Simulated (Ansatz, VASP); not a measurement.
**Se in VASP and in Ansatz**

```
Se
1.0
     2.77627    0.00000    0.00000
     0.00000    2.77627    0.00000
     0.00000    0.00000    2.77627
Se
1
Direct
  0.00000 0.00000 0.00000
```

Alike in both runs: task single point; functional r2SCAN; k mesh 13 × 13 × 13; occupations fermi-dirac, width 0.1 eV; no spin polarisation.

```csv
,VASP,Ansatz
version,VASP 6.6.1,Ansatz 0.2.0
potentials or method,"VASP PAW PBE potentials, release 64 (Se), cutoff 520 eV","plane waves (500 eV) with PAW, scalar-relativistic"
valence electrons in the cell,6,16
```

```tsv
	VASP	Ansatz	Ansatz less VASP
pressure (GPa)	3.5	3.5	+0.08
```

VASP's potentials were made for PBE, not for r2SCAN. VASP's potentials hold 6 valence electrons a cell and Ansatz's 16, so a difference there can come from the potentials and not from the codes.
